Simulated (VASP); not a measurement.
# Ir (P6_3/mmc) in VASP: notebook

Runs on Ir. Level: LDA. Tasks: single point.

Everything below comes from runs of VASP 6.6.1. Logs are shortened: lines on timing, memory, paths and dates and some standing lists are left out, and cuts for length are marked.

### 1 The cell of the first run

It takes space group P6_3/mmc (No. 194, hexagonal). Conventional cell: a = 2.786 Å, b = 2.786 Å, c = 4.737 Å, α = 90.00°, β = 90.00°, γ = 120.00°. Within 3.7 Å of Ir (site symmetry -6m2) lie 12 Ir at 2.79 to 2.86 Å.

### 2 Single point, LDA

Contents of INCAR:

```
SYSTEM = Ir
PREC = Accurate
ENCUT = 500
EDIFF = 1E-6
ISMEAR = 0
SIGMA = 0.15
LREAL = .FALSE.
LASPH = .TRUE.
NELM = 120
ALGO = Normal
ISIF = 2
LWAVE = .FALSE.
LCHARG = .FALSE.
GGA = CA
NBANDS = 16
GGA_COMPAT = .FALSE.
```

Contents of KPOINTS:

```
Automatic mesh
0
G
  18 18 10
  0 0 0
```

Contents of POSCAR:

```
Ir
1.0
    2.7864000000      0.0000000000      0.0000000000
   -1.3932000000      2.4130931851      0.0000000000
    0.0000000000      0.0000000000      4.7371000000
Ir
2
Direct
    0.6666666667      0.3333333333      0.7500000000
    0.3333333333      0.6666666667      0.2500000000
```

Potentials or basis: VASP PAW LDA potentials, release 64 (Ir).

The run is started by

```
$ cat potpaw_LDA.64/Ir/POTCAR > POTCAR
$ mpirun -np 1 vasp_std > vasp.out
```

OUTCAR:

```text
SYSTEM = Ir
   PREC = Accurate
   ENCUT = 500
   EDIFF = 1E-6
   ISMEAR = 0
   LREAL = .FALSE.
   LASPH = .TRUE.
   NELM = 120
   ISIF = 2
   GGA = CA

 ion  position               nearest neighbor table
   1  0.667  0.333  0.750-   2 2.86   2 2.86   2 2.86   2 2.86   2 2.86   2 2.86
   2  0.333  0.667  0.250-   1 2.86   1 2.86   1 2.86   1 2.86   1 2.86   1 2.86

  LATTYP: Found a hexagonal cell.
 ALAT       =     2.7864000000
 C/A-ratio  =     1.7000789549

  Lattice vectors:

 A1 = (   2.7864000000,   0.0000000000,   0.0000000000)
 A2 = (  -1.3932000000,   2.4130931851,   0.0000000000)
 A3 = (   0.0000000000,   0.0000000000,   4.7371000000)

Analysis of symmetry for initial positions (statically):
=====================================================================
 Subroutine PRICEL returns:
 Original cell was already a primitive cell.

 Routine SETGRP: Setting up the symmetry group for a
 hexagonal supercell.

 Subroutine GETGRP returns: Found 24 space group operations
 (whereof 12 operations were pure point group operations)
 out of a pool of 24 trial point group operations.

The static configuration has the point symmetry D_3d.
 The point group associated with its full space group is D_6h.

Analysis of symmetry for dynamics (positions and initial velocities):
=====================================================================
 Subroutine PRICEL returns:
 Original cell was already a primitive cell.

 Routine SETGRP: Setting up the symmetry group for a
 hexagonal supercell.

 Subroutine GETGRP returns: Found 24 space group operations
 (whereof 12 operations were pure point group operations)
 out of a pool of 24 trial point group operations.

The dynamic configuration has the point symmetry D_3d.
 The point group associated with its full space group is D_6h.

 Subroutine INISYM returns: Found 24 space group operations
 (whereof 12 operations are pure point group operations),
 and found     1 'primitive' translations

----------------------------------------------------------------------------------------

                                     Primitive cell

  volume of cell :      31.8515

  direct lattice vectors                    reciprocal lattice vectors
     2.786400000  0.000000000  0.000000000     0.358886018  0.207202939  0.000000000
    -1.393200000  2.413093185  0.000000000     0.000000000  0.414405878  0.000000000
     0.000000000  0.000000000  4.737100000     0.000000000  0.000000000  0.211099618

  length of vectors
     2.786400000  2.786400000  4.737100000     0.414405878  0.414405878  0.211099618

  position of ions in fractional coordinates (direct lattice)
     0.666666667  0.333333333  0.750000000
     0.333333333  0.666666667  0.250000000

  ion indices of the primitive-cell ions
   primitive index   ion index
                 1           1
                 2           2

----------------------------------------------------------------------------------------

 KPOINTS: Automatic mesh

Automatic generation of k-mesh.
 Grid dimensions read from file:
 generate k-points for:   18   18   10

 Generating k-lattice:

  Cartesian coordinates                     Fractional coordinates (reciprocal lattice)
     0.019938112  0.011511274  0.000000000     0.055555556  0.000000000  0.000000000
     0.000000000  0.023022549  0.000000000     0.000000000  0.055555556  0.000000000
     0.000000000  0.000000000  0.021109962     0.000000000  0.000000000  0.100000000

  Length of vectors
     0.023022549  0.023022549  0.021109962

  Shift w.r.t. Gamma in fractional coordinates (k-lattice)
     0.000000000  0.000000000  0.000000000

 Subroutine IBZKPT returns following result:
 ===========================================

 Found    222 irreducible k-points:

 Following reciprocal coordinates:
            Coordinates               Weight
  0.000000  0.000000  0.000000      1.000000
  0.055556  0.000000  0.000000      6.000000
  0.111111  0.000000  0.000000      6.000000
  0.166667 -0.000000  0.000000      6.000000
  0.222222 -0.000000  0.000000      6.000000
  0.277778  0.000000  0.000000      6.000000
[... 16 lines left out ...]
  0.333333  0.111111  0.000000     12.000000
  0.388889  0.111111  0.000000     12.000000
 [... further k-points ...]
   k-points           NKPTS =    222   k-points in BZ     NKDIM =    222   number of bands    NBANDS=     16
   number of dos      NEDOS =    301   number of ions     NIONS =      2
   total plane-waves  NPLWV =  14400
   dimension x,y,z NGX =    20 NGY =   20 NGZ =   36
   dimension x,y,z NGXF=    40 NGYF=   40 NGZF=   72
   ions per type =               2
   NGX,Y,Z   is equivalent  to a cutoff of  11.93, 11.93, 12.63 a.u.
   NGXF,Y,Z  is equivalent  to a cutoff of  23.87, 23.87, 25.27 a.u.
 SYSTEM =  Ir
   PREC   = accura    normal or accurate (medium, high low for compatibility)
   ISTART =      0    job   : 0-new  1-cont  2-samecut
   ICHARG =      2    charge: 1-file 2-atom 10-const
   ISPIN  =      1    spin polarized calculation?
   LNONCOLLINEAR =      F non collinear calculations
   LSORBIT =      F    spin-orbit coupling
   LASPH  =      T    aspherical Exc in radial PAW
   ENCUT  =  500.0 eV  36.75 Ry    6.06 a.u.   5.08  5.08  8.64*2*pi/ulx,y,z
   NELM   =    120;   NELMIN=  2; NELMDL= -5     # of ELM steps
   EDIFF  = 0.1E-05   stopping-criterion for ELM
   LREAL  =      F    real-space projection
   EDIFFG = 0.1E-04   stopping-criterion for IOM
   NSW    =      0    number of steps for IOM
   IBRION =     -1    ionic relax: 0-MD 1-quasi-New 2-CG
   NFREE  =      0    steps in history (QN), initial steepest desc. (CG)
   ISIF   =      2    stress and relaxation
   ISYM   =      2    0-nonsym 1-usesym 2-fastsym
   POTIM  = 0.5000    time-step for ionic-motion
   TEBEG  =    0.0;   TEEND  =   0.0 temperature during run
   PSTRESS=    0.0 pullay stress
   NELECT =      18.0000    total number of electrons
   NUPDOWN=      -1.0000    fix difference up-down
   EMIN   =  10.00;   EMAX   =-10.00  energy-range for DOS
   EFERMI =   0.00;   METHOD = LEGACY
   ISMEAR =     0;   SIGMA  =   0.15  broadening in eV -4-tet -1-fermi 0-gaus
   EFERMI_NEDOS =   21; number of points for ismear=-14 and -15
   IALGO  =     38    algorithm
   IMIX   =      4    mixing-type and parameters
     AMIX     =   0.40;   BMIX     =  1.00
     AMIX_MAG =   1.60;   BMIX_MAG =  1.00
  volume/ion in A,a.u.               =      15.93       107.47
  Fermi-wavevector in a.u.,A,eV,Ry     =   1.353492  2.557729 24.925058  1.831940
  Thomas-Fermi vector in A             =   2.480743
   LORBIT       =      0    0 simple, 1 ext, 2 COOP (PROOUT), +10 PAW based schemes
   GGA     = CA    functional components
   LHFCALC =     F    Hartree Fock is set to
   AEXX    =    0.0000 exact exchange contribution
   IVDW    =     0    specifies the selected vdW correction
   LEPSILON=     F    determine dielectric tensor
   LRPA    =     F    only Hartree local field effects (RPA)
 non-spin polarized calculation
 Gauss-broadening in eV      SIGMA  =   0.15
  energy-cutoff  :      500.00
  volume of cell :       31.85
 maximum number of plane-waves:       831
   NGX = 11   NGY = 11   NGZ = 17

 number of electron      18.0000000 magnetization

 Free energy of the ion-electron system (eV)
  ---------------------------------------------------
  ext. energy  EPLUGINS =         0.00000000
  ---------------------------------------------------
  free energy    TOTEN  =       -19.96319994 eV

  energy without entropy =      -19.93127662  energy(sigma->0) =      -19.94723828

 E-fermi :   8.3779     XC(G=0): -13.4618

 val. band max:        8.3658591159   @ k =   0.3889   0.1667   0.0000
 cond. band min:       8.3837187142   @ k =   0.2778   0.1111   0.1000
 fundamental gap:      0.0178595982
 Fermi energy:         8.3778911928

 k-point     1 :       0.0000    0.0000    0.0000
  band No.  band energies     occupation
      1      -1.5421      2.00000
      2       1.2845      2.00000
      3       4.7300      2.00000
      4       5.2283      2.00000
      5       5.2283      2.00000
      6       5.6789      2.00000
[... 8 lines left out ...]
     15      24.1406      0.00000
     16      25.5794      0.00000

 k-point     2 :       0.0556    0.0000    0.0000
  band No.  band energies     occupation
      1      -1.4297      2.00000
      2       1.3899      2.00000
      3       4.7015      2.00000
      4       5.2371      2.00000
      5       5.3197      2.00000
      6       5.6169      2.00000
[... 8 lines left out ...]
     15      24.3087      0.00000
     16      25.7419      0.00000

 k-point     3 :       0.1111    0.0000    0.0000
  band No.  band energies     occupation
      1      -1.1009      2.00000
      2       1.6874      2.00000
      3       4.5709      2.00000
      4       5.2881      2.00000
      5       5.5025      2.00000
      6       5.5895      2.00000
[... 8 lines left out ...]
     15      24.7677      0.00000
     16      25.9353      0.00000

 k-point     4 :       0.1667   -0.0000    0.0000
  band No.  band energies     occupation
      1      -0.5828      2.00000
      2       2.1067      2.00000
      3       4.3738      2.00000
      4       5.1249      2.00000
      5       5.1350      2.00000
      6       5.7108      2.00000
[... 8 lines left out ...]
     15      25.2283      0.00000
     16      25.8104      0.00000
[... 324 lines left out ...]
 k-point    22 :       0.2778    0.1111    0.0000
  band No.  band energies     occupation
      1       1.6976      2.00000
      2       2.7331      2.00000
      3       3.2868      2.00000
      4       4.3431      2.00000
      5       5.1404      2.00000
      6       5.1669      2.00000
[... 8 lines left out ...]
     15      20.2890      0.00000
     16      23.3233      0.00000

 k-point    23 :       0.3333    0.1111    0.0000
  band No.  band energies     occupation
      1       2.0991      2.00000
      2       2.5317      2.00000
      3       2.9657      2.00000
      4       4.7185      2.00000
      5       5.0670      2.00000
      6       5.5272      2.00000
[... 8 lines left out ...]
     15      19.1187      0.00000
     16      22.3222      0.00000

 k-point    24 :       0.3889    0.1111    0.0000
  band No.  band energies     occupation
      1       2.2703      2.00000
      2       2.3904      2.00000
      3       2.7693      2.00000
      4       5.0794      2.00000
      5       5.1466      2.00000
      6       5.3563      2.00000
[... 8 lines left out ...]
     15      18.0458      0.00000
     16      20.7350      0.00000

 [... further k-points ...]
[... 5 lines left out ...]
  --------------------------------------------------------------------------------------
  -------------------------------------------------------------------------------------
  Total       -6.5950430     -6.5950430     -8.6337456      0.0000000      0.0000000      0.0000000
  in kB     -331.7402049   -331.7402049   -434.2898952      0.0000000      0.0000000      0.0000000
  external PRESSURE =    -365.9234350 kB  Pullay stress =       0.0000000 kB

 VOLUME and BASIS-vectors are now :
 -----------------------------------------------------------------------------
  energy-cutoff  :      500.00
  volume of cell :       31.85
      direct lattice vectors                 reciprocal lattice vectors
     2.786400000  0.000000000  0.000000000     0.358886018  0.207202939  0.000000000
    -1.393200000  2.413093185  0.000000000     0.000000000  0.414405878  0.000000000
     0.000000000  0.000000000  4.737100000     0.000000000  0.000000000  0.211099618

 POSITION                                       TOTAL-FORCE (eV/Angst)
 -----------------------------------------------------------------------------------
      1.39320      0.80436      3.55282         0.000000     -0.000000      0.000000
     -0.00000      1.60873      1.18427        -0.000000      0.000000      0.000000
 -----------------------------------------------------------------------------------
    total drift:                               -0.000000      0.000000     -0.000000

  FREE ENERGIE OF THE ION-ELECTRON SYSTEM (eV)
  ---------------------------------------------------
  free  energy   TOTEN  =       -19.9631999406 eV

  energy  without entropy=      -19.9312766203  energy(sigma->0) =      -19.94723828
```

Run time: 62 s. Hardware: 1 thread of Intel Xeon Platinum 8488C (Sapphire Rapids), shared host; peak memory 0.2 GiB.

What came out:

```
Free energy            : -19.9632 eV
Pressure               : -36.6 GPa
Band gap on the k mesh : zero (band 9 reaches 9.41 eV, above the bottom of band 10 at 6.43 eV)
```

Stress tensor (GPa, compression positive):
```
-33.17   0.00   0.00
  0.00 -33.17   0.00
  0.00   0.00 -43.43
```

Caveat: spin-orbit coupling is left out, which moves the levels of the heavy elements.

### 3 Single point, LDA

This run uses another cell than the first one, of 15.99 Å³/atom, 1.004 times its volume.

Contents of INCAR:

```
SYSTEM = Ir
  PREC = Accurate
  ENCUT = 500
  EDIFF = 1E-6
  ISMEAR = 0
  SIGMA = 0.15
  LREAL = .FALSE.
  LASPH = .TRUE.
  NELM = 120
  ALGO = Normal
  ISIF = 2
  LWAVE = .FALSE.
  LCHARG = .FALSE.
  GGA = CA
  NBANDS = 16
  GGA_COMPAT = .FALSE.
```

KPOINTS is that of step 2.

Contents of POSCAR:

```
Ir
1.0
    2.8315000000      0.0000000000      0.0000000000
   -1.4157500000      2.4521509308      0.0000000000
    0.0000000000      0.0000000000      4.6056000000
Ir
2
Direct
    0.6666666667      0.3333333333      0.7500000000
    0.3333333333      0.6666666667      0.2500000000
```

Potentials or basis: VASP PAW LDA potentials, release 64 (Ir).

The run is started by

```
$ cat potpaw_LDA.64/Ir/POTCAR > POTCAR
$ mpirun -np 1 vasp_std > vasp.out
```

Run time: 71 s. Hardware: 1 thread of Intel Xeon Platinum 8488C (Sapphire Rapids), shared host; peak memory 0.21 GiB.

It converged, with:

| Quantity | Value |
| --- | --- |
| Free energy | -19.9686 eV |
| Pressure | -37.9 GPa |
| Band gap on the k mesh | zero (band 9 reaches 9.15 eV, above the bottom of band 10 at 6.41 eV) |

Stress tensor (GPa, compression positive):
```
-37.42   0.00   0.00
  0.00 -37.42   0.00
  0.00   0.00 -39.00
```

Levels at points of the mesh, in eV from the Fermi level:
| k point | band 6 | band 7 | band 8 | band 9 | band 10 | band 11 | band 12 | band 13 |
| --- | --- | --- | --- | --- | --- | --- | --- | --- |
| (0.00, 0.00, 0.00) | -2.65 | -2.65 | -1.96 | -1.96 | -0.45 | 0.23 | 0.23 | 5.96 |
| (0.50, 0.00, 0.00) | -2.86 | -2.51 | 0.58 | 0.76 | 0.91 | 2.56 | 3.85 | 7.54 |
| (0.00, 0.00, 0.50) | -3.28 | -3.28 | -3.28 | -0.41 | -0.41 | -0.41 | -0.41 | 13.23 |
| (0.50, 0.00, 0.50) | -1.75 | -0.70 | -0.70 | 0.78 | 0.78 | 1.86 | 1.86 | 6.62 |

Caveat: spin-orbit coupling is left out, which moves the levels of the heavy elements.

### 4 Single point, LDA

This run uses another cell than the first one, of 16.44 Å³/atom, 1.033 times its volume.

Contents of INCAR:

```
SYSTEM = Ir
PREC = Accurate ; ENCUT = 500
EDIFF = 1E-6 ; ISMEAR = 0
SIGMA = 0.15 ; LREAL = .False.
LASPH = .True. ; NELM = 120
ALGO = Normal ; ISIF = 2
LWAVE = .False. ; LCHARG = .True.
GGA = CA ; LELF = .True.
LVHAR = .True. ; NBANDS = 16
GGA_COMPAT = .False.
```

Contents of KPOINTS:

```
regular mesh
0
Gamma
  18 18 10
  0 0 0
```

Contents of POSCAR:

```
Ir
1.0
    2.8946000000      0.0000000000      0.0000000000
   -1.4473000000      2.5067971338      0.0000000000
    0.0000000000      0.0000000000      4.5325000000
Ir
2
Direct
    0.6666666667      0.3333333333      0.7500000000
    0.3333333333      0.6666666667      0.2500000000
```

The run is started by

```
$ cat potpaw_LDA.64/Ir/POTCAR > POTCAR
$ mpirun -np 1 vasp_std > vasp.out
```

Run time: 63 s. Hardware: 1 thread of Intel Xeon Platinum 8488C (Sapphire Rapids), shared host; peak memory 0.21 GiB.

The run converged. Its results:

* Free energy: -19.7304 eV
* Pressure: -42.2 GPa
* Band gap on the k mesh: zero (band 9 reaches 8.67 eV, above the bottom of band 10 at 6.08 eV)

Stress tensor (GPa, compression positive):
```
-43.88   0.00   0.00
  0.00 -43.88   0.00
  0.00   0.00 -38.74
```

Levels at points of the mesh, in eV from the Fermi level:
```
           k point  band 6  band 7  band 8  band 9  band 10  band 11  band 12  band 13
(0.00, 0.00, 0.00)   -2.50   -2.50   -2.16   -2.16    -0.06     0.18     0.18     6.20
(0.50, 0.00, 0.00)   -2.71   -2.24    0.32    0.71     0.83     2.33     3.50     7.58
(0.00, 0.00, 0.50)   -3.27   -3.27   -3.27   -0.41    -0.41    -0.41    -0.41    13.52
(0.50, 0.00, 0.50)   -1.83   -0.69   -0.69    0.56     0.56     1.78     1.78     6.28
```

Caveat: spin-orbit coupling is left out, which moves the levels of the heavy elements.

### 5 The runs side by side

| cell | gap on the mesh (eV) | pressure (GPa) |
| --- | --- | --- |
| a = 2.786, b = 2.786, c = 4.737 Å, angles 90.0, 90.0, 120.0°, 2 atoms | none | -36.6 |
| a = 2.832, b = 2.831, c = 4.606 Å, angles 90.0, 90.0, 120.0°, 2 atoms | none | -37.9 |
| a = 2.895, b = 2.895, c = 4.532 Å, angles 90.0, 90.0, 120.0°, 2 atoms | none | -42.2 |

Alike in all rows: task single point; level LDA; potentials or basis VASP PAW LDA potentials, release 64 (Ir); no spin polarisation; k mesh 18 × 18 × 10; cutoff (eV) 500; smearing gaussian 0.15 eV.

Caveats: spin-orbit coupling is left out, which moves the levels of the heavy elements.

Total energies depend on the potentials used, so only differences within one code and one set of settings carry meaning.
